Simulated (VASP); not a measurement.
# LiF in VASP: a series of runs

Runs on LiF. Level: PBE. Tasks: single point.

Program: VASP 6.6.1. These are calculated values, not measurements. Logs are shortened: lines on timing, memory, paths and dates and some standing lists are left out, and cuts for length are marked.

**1. The cell of the first run**

It takes space group I4/mmm (No. 139, tetragonal). The conventional cell has a = 2.827 Å, b = 2.827 Å, c = 4.088 Å, α = 90.00°, β = 90.00°, γ = 90.00°. Li (site symmetry 4/mmm) has 6 F at 2.00 to 2.04 Å within 2.6 Å. F (site symmetry 4/mmm) has 6 Li at 2.00 to 2.04 Å within 2.6 Å.

**2. Single point, PBE (z stretched by +1.5 % at fixed volume)**

The input, INCAR:

```
SYSTEM = LiF
ALGO = Normal
EDIFF = 1E-7
ENCUT = 520
GGA = PE
ISIF = 2
ISMEAR = -1
LASPH = .True.
LCHARG = .False.
LREAL = .False.
LWAVE = .False.
NBANDS = 12
NELM = 60
PREC = Accurate
SIGMA = 0.03
```

The input, KPOINTS:

```
k-points
0
Gamma
  10 10 10
  0 0 0
```

The input, POSCAR:

```
LiF
1.0
    0.0000000000      1.9990628347      2.0442100000
    1.9990628347      0.0000000000      2.0442100000
    1.9990628347      1.9990628347      0.0000000000
Li F
1 1
Direct
    0.0000000000      0.0000000000      0.0000000000
    0.5000000000      0.5000000000      0.5000000000
```

Potentials or basis: VASP PAW PBE potentials, release 64 (Li_sv, F).

Launch:

```bash
$ cat potpaw_PBE.64/Li_sv/POTCAR potpaw_PBE.64/F/POTCAR > POTCAR
$ mpirun -np 1 vasp_std > vasp.out
```

OUTCAR:

```text
SYSTEM = LiF
   EDIFF = 1E-7
   ENCUT = 520
   GGA = PE
   ISIF = 2
   ISMEAR = -1
   LASPH = .True.
   LREAL = .False.
   NELM = 60
   PREC = Accurate

 ion  position               nearest neighbor table
   1  0.000  0.000  0.000-   2 2.00   2 2.00   2 2.00   2 2.00   2 2.04   2 2.04
   2  0.500  0.500  0.500-   1 2.00   1 2.00   1 2.00   1 2.00   1 2.04   1 2.04

  LATTYP: Found a body centered tetragonal cell.
 ALAT       =     2.8271017729
 C/A-ratio  =     1.4461523951

  Lattice vectors:

 A1 = (  -1.9990628347,   0.0000000000,   2.0442100000)
 A2 = (   1.9990628347,   0.0000000000,   2.0442100000)
 A3 = (   0.0000000000,   1.9990628347,  -2.0442100000)

Analysis of symmetry for initial positions (statically):
=====================================================================
 Subroutine PRICEL returns:
 Original cell was already a primitive cell.

 Routine SETGRP: Setting up the symmetry group for a
 body centered tetragonal supercell.

 Subroutine GETGRP returns: Found 16 space group operations
 (whereof 16 operations were pure point group operations)
 out of a pool of 16 trial point group operations.

The static configuration has the point symmetry D_4h.

Analysis of symmetry for dynamics (positions and initial velocities):
=====================================================================
 Subroutine PRICEL returns:
 Original cell was already a primitive cell.

 Routine SETGRP: Setting up the symmetry group for a
 body centered tetragonal supercell.

 Subroutine GETGRP returns: Found 16 space group operations
 (whereof 16 operations were pure point group operations)
 out of a pool of 16 trial point group operations.

The dynamic configuration has the point symmetry D_4h.

 Subroutine INISYM returns: Found 16 space group operations
 (whereof 16 operations are pure point group operations),
 and found     1 'primitive' translations

----------------------------------------------------------------------------------------

                                     Primitive cell

  volume of cell :      16.3384

  direct lattice vectors                    reciprocal lattice vectors
     0.000000000  1.999062835  2.044210000    -0.250117201  0.250117201  0.244593266
     1.999062835  0.000000000  2.044210000     0.250117201 -0.250117201  0.244593266
     1.999062835  1.999062835  0.000000000     0.250117201  0.250117201 -0.244593266

  length of vectors
[... 92 lines left out ...]
   PSTRESS=    0.0 pullay stress
   NELECT =      10.0000    total number of electrons
   NUPDOWN=      -1.0000    fix difference up-down
   EMIN   =  10.00;   EMAX   =-10.00  energy-range for DOS
   EFERMI =   0.00;   METHOD = LEGACY
   ISMEAR =    -1;   SIGMA  =   0.03  broadening in eV -4-tet -1-fermi 0-gaus
   EFERMI_NEDOS =   21; number of points for ismear=-14 and -15
   IALGO  =     38    algorithm
   IMIX   =      4    mixing-type and parameters
     AMIX     =   0.40;   BMIX     =  1.00
     AMIX_MAG =   1.60;   BMIX_MAG =  1.00
  volume/ion in A,a.u.               =       8.17        55.13
  Fermi-wavevector in a.u.,A,eV,Ry     =   1.389970  2.626662 26.286674  1.932016
  Thomas-Fermi vector in A             =   2.513950
   LORBIT       =      0    0 simple, 1 ext, 2 COOP (PROOUT), +10 PAW based schemes
   GGA     = PE    functional components
   LHFCALC =     F    Hartree Fock is set to
   AEXX    =    0.0000 exact exchange contribution
   IVDW    =     0    specifies the selected vdW correction
   LEPSILON=     F    determine dielectric tensor
   LRPA    =     F    only Hartree local field effects (RPA)
 non-spin polarized calculation
  energy-cutoff  :      520.00
  volume of cell :       16.34
 maximum number of plane-waves:       452
 NGX is ok and might be reduce to    24
   NGX = 11   NGY = 11   NGZ = 11

 number of electron      10.0000000 magnetization

 number of electron       9.9999992 magnetization

 Free energy of the ion-electron system (eV)
  ---------------------------------------------------
  ext. energy  EPLUGINS =         0.00000000
  ---------------------------------------------------
  free energy    TOTEN  =        -9.63624431 eV

  energy without entropy =       -9.63624431  energy(sigma->0) =       -9.63624431

 E-fermi :  -0.2574     XC(G=0):  -9.9817

 val. band max:       -0.9874149362   @ k =   0.0000   0.0000   0.0000
 cond. band min:       8.0707485250   @ k =   0.0000   0.0000   0.0000
 fundamental gap:      9.0581634611
 Fermi energy:        -0.2573886698

 k-point     1 :       0.0000    0.0000    0.0000
  band No.  band energies     occupation
      1     -41.9372      2.00000
      2     -20.9931      2.00000
      3      -1.0369      2.00000
      4      -1.0369      2.00000
      5      -0.9874      2.00000
      6       8.0707      0.00000
      7      22.6101      0.00000
      8      23.1265      0.00000
      9      23.1265      0.00000
     10      23.1838      0.00000
     11      23.3755      0.00000
     12      23.3755      0.00000
[... 331 lines left out ...]
 k-point    24 :       0.4000    0.3000    0.0000
  band No.  band energies     occupation
      1     -41.8798      2.00000
      2     -20.4775      2.00000
      3      -3.3498      2.00000
      4      -1.8688      2.00000
      5      -1.7484      2.00000
      6      11.9248      0.00000
      7      15.9289      0.00000
      8      17.4243      0.00000
      9      19.3696      0.00000
     10      20.4376      0.00000
     11      32.7275      0.00000
     12      34.0870      0.00000

 [... further k-points ...]

------------------------ aborting loop because EDIFF is reached ----------------------------------------

  FORCE on cell =-STRESS in cart. coord.  units (eV):
  Direction    XX          YY          ZZ          XY          YZ          ZX
  --------------------------------------------------------------------------------------
  -------------------------------------------------------------------------------------
  Total        0.2359084      0.2359084      0.0620403      0.0000000      0.0000000      0.0000000
  in kB       23.1337276     23.1337276      6.0838181      0.0000000      0.0000000      0.0000000
  external PRESSURE =      17.4504245 kB  Pullay stress =       0.0000000 kB

 VOLUME and BASIS-vectors are now :
 -----------------------------------------------------------------------------
  energy-cutoff  :      520.00
  volume of cell :       16.34
      direct lattice vectors                 reciprocal lattice vectors
     0.000000000  1.999062835  2.044210000    -0.250117201  0.250117201  0.244593266
     1.999062835  0.000000000  2.044210000     0.250117201 -0.250117201  0.244593266
     1.999062835  1.999062835  0.000000000     0.250117201  0.250117201 -0.244593266

 POSITION                                       TOTAL-FORCE (eV/Angst)
 -----------------------------------------------------------------------------------
      0.00000      0.00000      0.00000         0.000000      0.000000      0.000000
      1.99906      1.99906      2.04421         0.000000      0.000000     -0.000000
 -----------------------------------------------------------------------------------
    total drift:                               -0.000000     -0.000000      0.000000

  FREE ENERGIE OF THE ION-ELECTRON SYSTEM (eV)
  ---------------------------------------------------
  free  energy   TOTEN  =        -9.6362443147 eV

  energy  without entropy=       -9.6362443147  energy(sigma->0) =       -9.63624431
```

OSZICAR:

```text
N       E                     dE             d eps       ncg     rms          rms(c)
DAV:   1     0.308701237064E+02    0.30870E+02   -0.54345E+03  2552   0.843E+02
DAV:   2    -0.906020089197E+01   -0.39930E+02   -0.39137E+02  2936   0.185E+02
DAV:   3    -0.101368667354E+02   -0.10767E+01   -0.10739E+01  3244   0.268E+01
DAV:   4    -0.101476147022E+02   -0.10748E-01   -0.10747E-01  2828   0.284E+00
DAV:   5    -0.101477279812E+02   -0.11328E-03   -0.11328E-03  3196   0.221E-01    0.454E+00
DAV:   6    -0.962495414451E+01    0.52277E+00   -0.25052E+00  2748   0.981E+00    0.139E+00
DAV:   7    -0.962931090057E+01   -0.43568E-02   -0.18485E-02  3264   0.119E+00    0.861E-01
DAV:   8    -0.963613489980E+01   -0.68240E-02   -0.15062E-02  2920   0.127E+00    0.111E-01
DAV:   9    -0.963616024233E+01   -0.25343E-04   -0.94995E-04  2864   0.278E-01    0.432E-02
DAV:  10    -0.963624127927E+01   -0.81037E-04   -0.13498E-04  2780   0.912E-02    0.164E-02
DAV:  11    -0.963624356552E+01   -0.22862E-05   -0.71586E-06  3084   0.246E-02    0.217E-03
DAV:  12    -0.963624428979E+01   -0.72427E-06   -0.48179E-07  2868   0.594E-03    0.901E-04
DAV:  13    -0.963624431471E+01   -0.24924E-07   -0.57101E-08  2048   0.217E-03
   1 F= -.96362443E+01 E0= -.96362443E+01  d E =-.462634E-12
```

It took 21 s on 1 thread of Intel Xeon 8259CL, shared host; peak memory 0.14 GiB.

Results:

```
Free energy            : -9.6362 eV
Band gap on the k mesh : 9.06 eV
```

Caveat: the cutoff is under 1.25 times the usual one of these potentials, so pressure, stress and relaxed cells hold a basis-set (Pulay) error. A k mesh can miss the band edges.

**3. Single point, PBE (equal xy, yz and zx shear strains of +4 %)**

The input, INCAR:

```
  PREC = Accurate
  ENCUT = 520
  EDIFF = 1E-6
  ISMEAR = -1
  SIGMA = 0.03
  LREAL = F
  LASPH = T
  NELM = 100
  ALGO = Normal
  ISIF = 2
  LWAVE = F
  LCHARG = F
  GGA = PE
  NBANDS = 12
```

The input, KPOINTS:

```
Automatic mesh
0
Gamma
  10 10 10
```

The input, POSCAR:

```
LiF
1.0
    0.0805600000      2.0542800000      2.0542800000
    2.0542800000      0.0805600000      2.0542800000
    2.0542800000      2.0542800000      0.0805600000
Li F
1 1
Direct
    0.0000000000      0.0000000000      0.0000000000
    0.5000000000      0.5000000000      0.5000000000
```

Potentials or basis: VASP PAW PBE potentials, release 64 (Li_sv, F).

Launch:

```bash
$ cat potpaw_PBE.64/Li_sv/POTCAR potpaw_PBE.64/F/POTCAR > POTCAR
$ mpirun -np 1 vasp_std > vasp.out
```

OUTCAR:

```text
PREC = Accurate
   ENCUT = 520
   EDIFF = 1E-6
   ISMEAR = -1
   LREAL = F
   LASPH = T
   NELM = 100
   ISIF = 2
   GGA = PE

 ion  position               nearest neighbor table
   1  0.000  0.000  0.000-   2 2.01   2 2.01   2 2.01   2 2.01   2 2.01   2 2.01
   2  0.500  0.500  0.500-   1 2.01   1 2.01   1 2.01   1 2.01   1 2.01   1 2.01

  LATTYP: Found a trigonal (rhomboedric) cell.
 ALAT       =     2.9063073737
 COS(alpha) =     0.5388013830

  Lattice vectors:

 A1 = (   0.0805600000,   2.0542800000,   2.0542800000)
 A2 = (   2.0542800000,   0.0805600000,   2.0542800000)
 A3 = (   2.0542800000,   2.0542800000,   0.0805600000)

Analysis of symmetry for initial positions (statically):
=====================================================================
 Subroutine PRICEL returns:
 Original cell was already a primitive cell.

 Routine SETGRP: Setting up the symmetry group for a
 trigonal (rhombohedral) supercell.

 Subroutine GETGRP returns: Found 12 space group operations
 (whereof 12 operations were pure point group operations)
 out of a pool of 12 trial point group operations.

[... 176 lines left out ...]
      4      -0.8817      2.00000
      5      -0.8817      2.00000
      6       8.0776      0.00000
      7      22.0965      0.00000
      8      22.3368      0.00000
      9      23.2262      0.00000
     10      23.2262      0.00000
     11      24.0187      0.00000
     12      24.0187      0.00000
[... 331 lines left out ...]
 k-point    24 :       0.4000    0.3000   -0.0000
  band No.  band energies     occupation
      1     -41.8822      2.00000
      2     -20.4418      2.00000
      3      -3.3098      2.00000
      4      -1.9185      2.00000
      5      -1.7281      2.00000
      6      12.0389      0.00000
      7      15.7442      0.00000
      8      17.6544      0.00000
      9      18.8374      0.00000
     10      20.5841      0.00000
     11      32.6918      0.00000
     12      33.7241      0.00000

 [... further k-points ...]

------------------------ aborting loop because EDIFF is reached ----------------------------------------

  FORCE on cell =-STRESS in cart. coord.  units (eV):
  Direction    XX          YY          ZZ          XY          YZ          ZX
  --------------------------------------------------------------------------------------
  -------------------------------------------------------------------------------------
  Total        0.1817303      0.1817303      0.1817303     -0.2746683     -0.2746683     -0.2746683
  in kB       17.8420250     17.8420250     17.8420250    -26.9665397    -26.9665397    -26.9665397
  external PRESSURE =      17.8420250 kB  Pullay stress =       0.0000000 kB

 VOLUME and BASIS-vectors are now :
 -----------------------------------------------------------------------------
  energy-cutoff  :      520.00
  volume of cell :       16.32
      direct lattice vectors                 reciprocal lattice vectors
     0.080560000  2.054280000  2.054280000    -0.258200446  0.248457033  0.248457033
     2.054280000  0.080560000  2.054280000     0.248457033 -0.258200446  0.248457033
     2.054280000  2.054280000  0.080560000     0.248457033  0.248457033 -0.258200446

 POSITION                                       TOTAL-FORCE (eV/Angst)
 -----------------------------------------------------------------------------------
      0.00000      0.00000      0.00000         0.000000     -0.000000     -0.000000
      2.09456      2.09456      2.09456        -0.000000      0.000000      0.000000
 -----------------------------------------------------------------------------------
    total drift:                                0.000000     -0.000000      0.000000

  FREE ENERGIE OF THE ION-ELECTRON SYSTEM (eV)
  ---------------------------------------------------
  free  energy   TOTEN  =        -9.6214430733 eV

  energy  without entropy=       -9.6214430732  energy(sigma->0) =       -9.62144307
```

It took 27 s on 1 thread of Intel Xeon 8259CL, shared host; peak memory 0.14 GiB.

Results:

```
Free energy            : -9.6214 eV
Band gap on the k mesh : 8.96 eV
```

Caveat: the cell differs from its parent crystal (equal xy, yz and zx shear strains of +4 %); the cutoff is under 1.25 times the usual one of these potentials, so pressure, stress and relaxed cells hold a basis-set (Pulay) error.
